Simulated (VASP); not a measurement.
# OsC2 (P6/mmm) in VASP: relaxation of cell and atoms with PBE

Aim: the relaxation of cell and atoms of OsC2 with PBE.

Program: VASP 6.6.1. These are calculated values, not measurements. Logs are shortened: lines on timing, memory, paths and dates and some standing lists are left out, and cuts for length are marked.

### Step 1. The cell of the first run

The structure is hexagonal, space group P6/mmm (No. 191). The conventional cell has a = 3.273 Å, b = 3.273 Å, c = 3.535 Å, α = 90.00°, β = 90.00°, γ = 120.00°. Os (site symmetry 6/mmm) has 12 C at 2.59 Å and 8 Os at 3.27 to 3.54 Å within 3.6 Å. Within 2.6 Å of C (site symmetry -6m2) lie 3 C at 1.89 Å and 6 Os at 2.59 Å.

The cell was generated, and may not be a known phase.

### Step 2. Relaxation of cell and atoms, PBE

Input file INCAR:

```
SYSTEM = OsC2
PREC = Accurate ; ENCUT = 700
EDIFF = 1E-7 ; ISMEAR = 0
SIGMA = 0.1 ; LREAL = .False.
LASPH = .True. ; NELM = 120
ALGO = Normal ; ISIF = 3
LWAVE = .False. ; LCHARG = .False.
GGA = PE ; IBRION = 2
NSW = 90 ; EDIFFG = -0.04
GGA_COMPAT = .False. ; NELMIN = 4
```

Input file KPOINTS:

```
Automatic mesh
0
Gamma
  6 6 6
  0 0 0
```

Input file POSCAR:

```
OsC2
1.0
    3.2732301900      0.0000000000      0.0000000000
   -1.6366151000      2.8347005000      0.0000000000
    0.0000000000      0.0000000000      3.5350886700
Os C
1 2
Direct
    0.0000000000      0.0000000000      0.0000000000
    0.3333333300      0.6666666700      0.5000000000
    0.6666666700      0.3333333300      0.5000000000
```

Potentials or basis: VASP PAW PBE potentials, release 64 (Os_sv_GW, C).

Launch:

```console
cat potpaw_PBE.64/Os_sv_GW/POTCAR potpaw_PBE.64/C/POTCAR > POTCAR
mpirun -np 1 vasp_std > vasp.out
```

OUTCAR:

```text
SYSTEM = OsC2
   PREC = Accurate
   ENCUT = 700
   EDIFF = 1E-7
   ISMEAR = 0
   LREAL = .False.
   LASPH = .True.
   NELM = 120
   ISIF = 3
   GGA = PE
   IBRION = 2
   NSW = 90
   EDIFFG = -0.04
   NELMIN = 4

 ion  position               nearest neighbor table
   1  0.000  0.000  0.000-   2 2.59   3 2.59   2 2.59   3 2.59   3 2.59   3 2.59   2 2.59   2 2.59
                             3 2.59   3 2.59   2 2.59   2 2.59
   2  0.333  0.667  0.500-   3 1.89   3 1.89   3 1.89   1 2.59   1 2.59   1 2.59   1 2.59   1 2.59
                             1 2.59
   3  0.667  0.333  0.500-   2 1.89   2 1.89   2 1.89   1 2.59   1 2.59   1 2.59   1 2.59   1 2.59
                             1 2.59

  LATTYP: Found a hexagonal cell.
 ALAT       =     3.2732301900
 C/A-ratio  =     1.0800000198

  Lattice vectors:

 A1 = (   3.2732301900,   0.0000000000,   0.0000000000)
 A2 = (  -1.6366151000,   2.8347005000,   0.0000000000)
 A3 = (   0.0000000000,   0.0000000000,   3.5350886700)

Analysis of symmetry for initial positions (statically):
=====================================================================
 Subroutine PRICEL returns:
 Original cell was already a primitive cell.

 Routine SETGRP: Setting up the symmetry group for a
 hexagonal supercell.

 Subroutine GETGRP returns: Found 24 space group operations
 (whereof 24 operations were pure point group operations)
 out of a pool of 24 trial point group operations.

The static configuration has the point symmetry D_6h.

Analysis of symmetry for dynamics (positions and initial velocities):
=====================================================================
 Subroutine PRICEL returns:
 Original cell was already a primitive cell.

 Routine SETGRP: Setting up the symmetry group for a
 hexagonal supercell.

 Subroutine GETGRP returns: Found 24 space group operations
 (whereof 24 operations were pure point group operations)
 out of a pool of 24 trial point group operations.

The dynamic configuration has the point symmetry D_6h.

 Subroutine INISYM returns: Found 24 space group operations
 (whereof 24 operations are pure point group operations),
 and found     1 'primitive' translations

----------------------------------------------------------------------------------------

                                     Primitive cell

  volume of cell :      32.8008

  direct lattice vectors                    reciprocal lattice vectors
     3.273230190  0.000000000  0.000000000     0.305508608  0.176385478  0.000000000
    -1.636615100  2.834700500  0.000000000     0.000000000  0.352770954  0.000000000
     0.000000000  0.000000000  3.535088670     0.000000000  0.000000000  0.282878336

  length of vectors
     3.273230190  3.273230195  3.535088670     0.352770955  0.352770954  0.282878336
[... 105 lines left out ...]
  Fermi-wavevector in a.u.,A,eV,Ry     =   1.475199  2.787722 29.609157  2.176212
  Thomas-Fermi vector in A             =   2.589877
   LORBIT       =      0    0 simple, 1 ext, 2 COOP (PROOUT), +10 PAW based schemes
   GGA     = PE    functional components
   LHFCALC =     F    Hartree Fock is set to
   AEXX    =    0.0000 exact exchange contribution
   IVDW    =     0    specifies the selected vdW correction
   LEPSILON=     F    determine dielectric tensor
   LRPA    =     F    only Hartree local field effects (RPA)
 conjugate gradient relaxation of ions
 non-spin polarized calculation
 Gauss-broadening in eV      SIGMA  =   0.10
  energy-cutoff  :      700.00
  volume of cell :       32.80
 maximum number of plane-waves:      1396
   NGX = 15   NGY = 15   NGZ = 15

--------------------------------------- Ionic step        1  -------------------------------------------

 number of electron      24.0000000 magnetization

 Free energy of the ion-electron system (eV)
  ---------------------------------------------------
  ext. energy  EPLUGINS =         0.00000000
  ---------------------------------------------------
  free energy    TOTEN  =       -21.39175457 eV

  energy without entropy =      -21.37203099  energy(sigma->0) =      -21.38189278

------------------------ aborting loop because EDIFF is reached ----------------------------------------

  FORCE on cell =-STRESS in cart. coord.  units (eV):
  Direction    XX          YY          ZZ          XY          YZ          ZX
  --------------------------------------------------------------------------------------
  -------------------------------------------------------------------------------------
  Total       -8.8159902     -8.8159903     -4.2597915      0.0000000      0.0000000      0.0000000
  in kB     -430.6234177   -430.6234186   -208.0725939      0.0000008      0.0000000      0.0000000
  external PRESSURE =    -356.4398100 kB  Pullay stress =       0.0000000 kB
[... 92 lines left out ...]
  FREE ENERGIE OF THE ION-ELECTRON SYSTEM (eV)
  ---------------------------------------------------
  free  energy   TOTEN  =       -22.5695834578 eV

  energy  without entropy=      -22.5571727765  energy(sigma->0) =      -22.56337812

 E-fermi :  11.8269     XC(G=0): -13.6481

 val. band max:       11.8114717363   @ k =   0.1667   0.1667   0.1667
 cond. band min:      11.9592457134   @ k =   0.3333   0.1667   0.1667
 fundamental gap:      0.1477739772
 Fermi energy:        11.8269418854

 k-point     1 :       0.0000    0.0000    0.0000
  band No.  band energies     occupation
      1     -74.6060      2.00000
      2     -34.0139      2.00000
      3     -33.1355      2.00000
      4     -33.1355      2.00000
      5      -9.2546      2.00000
      6       2.0068      2.00000
[... 435 lines left out ...]
      5      -6.5757      2.00000
      6       0.7335      2.00000
[... 8 lines left out ...]
     15      15.8716      0.00000
     16      17.7717      0.00000

 [... further k-points ...]

[... ionic steps 4 to 16 ...]

--------------------------------------- Ionic step       17  -------------------------------------------

 number of electron      23.9999997 magnetization

------------------------ aborting loop because EDIFF is reached ----------------------------------------
[... 69 lines left out ...]
--------------------------------------- Ionic step       19  -------------------------------------------

 number of electron      23.9999997 magnetization

 Free energy of the ion-electron system (eV)
  ---------------------------------------------------
  ext. energy  EPLUGINS =         0.00000000
  ---------------------------------------------------
  free energy    TOTEN  =       -27.39419576 eV

  energy without entropy =      -27.38787733  energy(sigma->0) =      -27.39103654

 E-fermi :   8.7837     XC(G=0): -12.6011

 val. band max:        8.7203964070   @ k =   0.3333   0.3333   0.3333
 cond. band min:       8.8566658171   @ k =   0.1667   0.1667   0.3333
 fundamental gap:      0.1362694101
 Fermi energy:         8.7837170316

 k-point     1 :       0.0000    0.0000    0.0000
  band No.  band energies     occupation
      1     -77.0798      2.00000
      2     -36.4508      2.00000
      3     -35.7192      2.00000
      4     -35.7192      2.00000
      5     -10.7475      2.00000
      6       0.5571      2.00000
[... 477 lines left out ...]
  FREE ENERGIE OF THE ION-ELECTRON SYSTEM (eV)
  ---------------------------------------------------
  free  energy   TOTEN  =       -27.3941957600 eV

  energy  without entropy=      -27.3878773292  energy(sigma->0) =      -27.39103654

 reached required accuracy - stopping structural energy minimisation
```

Run time: 5.8 min. Hardware: 1 thread of AMD EPYC 7R43 (Zen 3), shared host; peak memory 0.17 GiB.

Results:

```yaml
Free_energy: -27.3942 eV
Relaxed_volume: 10.46 Å³/atom
Relaxed_cell: a = 2.528 Å, b = 2.528 Å, c = 5.669 Å, α = 90.00°, β = 90.00°, γ = 120.00°
Space_group_after_relaxing_to_0.1_Å: P6/mmm (No. 191)
Energy_gained_by_relaxing: 2000.8 meV/atom
Ionic_steps: 19
Pressure_after_relaxing: 0.0 GPa
Band_gap_on_the_k_mesh: zero (bands 12 and 13 overlap by 1.17 eV)
```

Step by step:
```
step  energy change (eV)  largest force (eV/Å)  pressure (GPa)  volume (Å³)
   1              0.0000                0.0000          -35.64        32.80
   2             -0.8403                0.0000           57.32        22.50
   3             -1.1778                0.0000            6.98        25.37
   4             -2.5016                0.0000           30.66        23.70
   5             -1.8595                0.0000          185.16        20.36
   6             -3.0736                0.0000           75.15        22.28
   7             -3.0397                0.0000           86.76        22.01
   8             -3.2178                0.0000           90.68        22.11
   9             -3.6160                0.0000          104.12        22.34
  10             -3.0227                0.0000          156.26        22.48
  11             -3.6655                0.0000          116.52        22.43
  12             -4.2593                0.0000           93.31        23.43
  13             -5.4290                0.0000           43.38        26.56
  14             -5.9111                0.0000          -14.68        33.32
  15             -5.9993                0.0000            1.26        31.08
  16             -6.0015                0.0000           -0.82        31.36
  17             -6.0009                0.0000           -2.20        31.55
  18             -6.0020                0.0000           -1.17        31.46
  19             -6.0024                0.0000            0.04        31.37
```

Final structure:
```
Os C
1.0
     2.52789    0.00000    0.00000
    -1.26394    2.18921    0.00000
     0.00000    0.00000    5.66895
Os C
1 2
Direct
  0.00000 0.00000 0.00000
  0.33333 0.66667 0.50000
  0.66667 0.33333 0.50000
```

Caveat: the k points lie up to 0.48 Å⁻¹ apart in the final cell, too coarse for converged energies and pressures of a metal; a cell axis changed by over 15 % at a fixed basis, so the end point is rough; spin-orbit coupling is left out, which moves the levels of the heavy elements.

The gap in the log of VASP goes by the Fermi energy; the results here count the filled bands.